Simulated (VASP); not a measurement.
# SrTiO3 (Pm-3m) in VASP: notebook, part 2 of 2

VASP 6.6.1.

### Step 3. Single point, PBE (volume scaled by 0.97)

Input file INCAR:

```
SYSTEM = SrTiO3
  PREC = Accurate
  ENCUT = 520
  EDIFF = 1E-6
  ISMEAR = 0
  SIGMA = 0.02
  LREAL = .FALSE.
  LASPH = .TRUE.
  NELM = 60
  ALGO = Normal
  ISIF = 2
  LWAVE = .FALSE.
  LCHARG = .FALSE.
  GGA = PE
  NBANDS = 28
```

Input file KPOINTS:

```
regular mesh
0
G
  8 8 8
  0 0 0
```

Input file POSCAR:

```
SrTiO3
1.0
    3.8967220947      0.0000000000      0.0000000000
    0.0000000000      3.8967220947      0.0000000000
    0.0000000000      0.0000000000      3.8967220947
Sr Ti O
1 1 3
Direct
    0.0000000000      0.0000000000      0.0000000000
    0.5000000000      0.5000000000      0.5000000000
    0.0000000000      0.5000000000      0.5000000000
    0.5000000000      0.0000000000      0.5000000000
    0.5000000000      0.5000000000      0.0000000000
```

Potentials or basis: VASP PAW PBE potentials, release 64 (Sr_sv, Ti_sv, O).

On the command line:

```bash
cat potpaw_PBE.64/Sr_sv/POTCAR potpaw_PBE.64/Ti_sv/POTCAR potpaw_PBE.64/O/POTCAR > POTCAR
mpirun -np 1 vasp_std > vasp.out
```

OUTCAR:

```text
SYSTEM = SrTiO3
   PREC = Accurate
   ENCUT = 520
   EDIFF = 1E-6
   ISMEAR = 0
   LREAL = .FALSE.
   LASPH = .TRUE.
   NELM = 60
   ISIF = 2
   GGA = PE

 ion  position               nearest neighbor table
   1  0.000  0.000  0.000-   3 2.76   4 2.76   5 2.76   3 2.76   4 2.76   3 2.76   5 2.76   3 2.76
                             4 2.76   5 2.76   4 2.76   5 2.76   2 3.37   2 3.37   2 3.37   2 3.37
   2  0.500  0.500  0.500-   3 1.95   4 1.95   5 1.95   5 1.95   4 1.95   3 1.95   1 3.37   1 3.37
                             1 3.37   1 3.37   1 3.37   1 3.37   1 3.37   1 3.37
   3  0.000  0.500  0.500-   2 1.95   2 1.95   1 2.76   1 2.76   1 2.76   1 2.76
   4  0.500  0.000  0.500-   2 1.95   2 1.95   1 2.76   1 2.76   1 2.76   1 2.76
   5  0.500  0.500  0.000-   2 1.95   2 1.95   1 2.76   1 2.76   1 2.76   1 2.76

  LATTYP: Found a simple cubic cell.
 ALAT       =     3.8967220947

  Lattice vectors:

 A1 = (   3.8967220947,   0.0000000000,   0.0000000000)
 A2 = (   0.0000000000,   3.8967220947,   0.0000000000)
 A3 = (   0.0000000000,   0.0000000000,   3.8967220947)

Analysis of symmetry for initial positions (statically):
=====================================================================
 Subroutine PRICEL returns:
 Original cell was already a primitive cell.

 Routine SETGRP: Setting up the symmetry group for a
 simple cubic supercell.

 Subroutine GETGRP returns: Found 48 space group operations
 (whereof 48 operations were pure point group operations)
 out of a pool of 48 trial point group operations.

The static configuration has the point symmetry O_h .

Analysis of symmetry for dynamics (positions and initial velocities):
=====================================================================
 Subroutine PRICEL returns:
 Original cell was already a primitive cell.

 Routine SETGRP: Setting up the symmetry group for a
 simple cubic supercell.

 Subroutine GETGRP returns: Found 48 space group operations
[... 129 lines left out ...]
     AMIX_MAG =   1.60;   BMIX_MAG =  1.00
  volume/ion in A,a.u.               =      11.83        79.86
  Fermi-wavevector in a.u.,A,eV,Ry     =   1.436797  2.715153 28.087669  2.064385
  Thomas-Fermi vector in A             =   2.555946
   LORBIT       =      0    0 simple, 1 ext, 2 COOP (PROOUT), +10 PAW based schemes
   GGA     = PE    functional components
   LHFCALC =     F    Hartree Fock is set to
   AEXX    =    0.0000 exact exchange contribution
   IVDW    =     0    specifies the selected vdW correction
   LEPSILON=     F    determine dielectric tensor
   LRPA    =     F    only Hartree local field effects (RPA)
 non-spin polarized calculation
 Gauss-broadening in eV      SIGMA  =   0.02
  energy-cutoff  :      520.00
  volume of cell :       59.17
 maximum number of plane-waves:      1622
 NGX is ok and might be reduce to    30
   NGX = 15   NGY = 15   NGZ = 15

 number of electron      40.0000009 magnetization

 Free energy of the ion-electron system (eV)
  ---------------------------------------------------
  ext. energy  EPLUGINS =         0.00000000
  ---------------------------------------------------
  free energy    TOTEN  =       -40.06293123 eV

  energy without entropy =      -40.06293123  energy(sigma->0) =      -40.06293123

 E-fermi :   4.3403     XC(G=0): -11.3046

 val. band max:        4.2179247191   @ k =   0.5000   0.5000   0.5000
 cond. band min:       6.0856548000   @ k =   0.0000   0.0000   0.0000
 fundamental gap:      1.8677300809
 Fermi energy:         4.3402573493

 k-point     1 :       0.0000    0.0000    0.0000
  band No.  band energies     occupation
      1     -52.2202      2.00000
      2     -28.5532      2.00000
      3     -28.4707      2.00000
      4     -28.4707      2.00000
      5     -28.4707      2.00000
      6     -13.2339      2.00000
[... 733 lines left out ...]
     27      12.4876      0.00000
     28      13.0020      0.00000

 [... further k-points ...]

------------------------ aborting loop because EDIFF is reached ----------------------------------------

  FORCE on cell =-STRESS in cart. coord.  units (eV):
  Direction    XX          YY          ZZ          XY          YZ          ZX
  --------------------------------------------------------------------------------------
  -------------------------------------------------------------------------------------
  Total        2.2919957      2.2919957      2.2919957      0.0000000      0.0000000     -0.0000000
  in kB       62.0620453     62.0620453     62.0620453      0.0000000      0.0000000     -0.0000000
  external PRESSURE =      62.0620453 kB  Pullay stress =       0.0000000 kB

 VOLUME and BASIS-vectors are now :
 -----------------------------------------------------------------------------
  energy-cutoff  :      520.00
  volume of cell :       59.17
      direct lattice vectors                 reciprocal lattice vectors
     3.896722095  0.000000000  0.000000000     0.256625948  0.000000000  0.000000000
     0.000000000  3.896722095  0.000000000     0.000000000  0.256625948  0.000000000
     0.000000000  0.000000000  3.896722095     0.000000000  0.000000000  0.256625948

 POSITION                                       TOTAL-FORCE (eV/Angst)
 -----------------------------------------------------------------------------------
      0.00000      0.00000      0.00000         0.000000      0.000000      0.000000
      1.94836      1.94836      1.94836         0.000000      0.000000      0.000000
      0.00000      1.94836      1.94836         0.000000      0.000000      0.000000
      1.94836      0.00000      1.94836         0.000000      0.000000      0.000000
      1.94836      1.94836      0.00000         0.000000      0.000000      0.000000
 -----------------------------------------------------------------------------------
    total drift:                                0.000000      0.000000     -0.000000

  FREE ENERGIE OF THE ION-ELECTRON SYSTEM (eV)
  ---------------------------------------------------
  free  energy   TOTEN  =       -40.0629312304 eV

  energy  without entropy=      -40.0629312304  energy(sigma->0) =      -40.06293123
```

OSZICAR:

```text
N       E                     dE             d eps       ncg     rms          rms(c)
DAV:   1     0.438828475072E+03    0.43883E+03   -0.21352E+04  1960   0.160E+03
DAV:   2    -0.153476775721E+01   -0.44036E+03   -0.41932E+03  2216   0.439E+02
DAV:   3    -0.480953630867E+02   -0.46561E+02   -0.46182E+02  2688   0.139E+02
DAV:   4    -0.502600550882E+02   -0.21647E+01   -0.21588E+01  2948   0.259E+01
DAV:   5    -0.503198935872E+02   -0.59838E-01   -0.59821E-01  2656   0.360E+00    0.269E+01
DAV:   6    -0.400668819748E+02    0.10253E+02   -0.52647E+01  2768   0.649E+01    0.148E+01
DAV:   7    -0.401310033216E+02   -0.64121E-01   -0.77376E+00  2528   0.207E+01    0.110E+01
DAV:   8    -0.401251022591E+02    0.59011E-02   -0.13503E+00  2344   0.123E+01    0.282E+00
DAV:   9    -0.400735289262E+02    0.51573E-01   -0.31396E-01  2508   0.521E+00    0.114E+00
DAV:  10    -0.400684771308E+02    0.50518E-02   -0.90241E-02  2432   0.210E+00    0.694E-01
DAV:  11    -0.400629490489E+02    0.55281E-02   -0.23598E-02  3024   0.147E+00    0.122E-01
DAV:  12    -0.400629115752E+02    0.37474E-04   -0.15495E-03  2444   0.414E-01    0.908E-02
DAV:  13    -0.400629347421E+02   -0.23167E-04   -0.36791E-04  2972   0.145E-01    0.515E-02
DAV:  14    -0.400629383633E+02   -0.36212E-05   -0.51338E-05  2480   0.458E-02    0.275E-02
DAV:  15    -0.400629308034E+02    0.75600E-05   -0.23203E-05  2856   0.456E-02    0.115E-02
DAV:  16    -0.400629312304E+02   -0.42702E-06   -0.81315E-06  2276   0.216E-02
   1 F= -.40062931E+02 E0= -.40062931E+02  d E =-.373303E-20
```

It took 60 s on 1 thread of Intel Xeon Platinum 8488C (Sapphire Rapids), shared host; peak memory 0.2 GiB.

What came out:

```
Free energy            : -40.0629 eV
Pressure               : 6.2 GPa
Band gap on the k mesh : 1.87 eV, indirect (least direct gap 2.22 eV)
```

 A k mesh can miss the band edges.
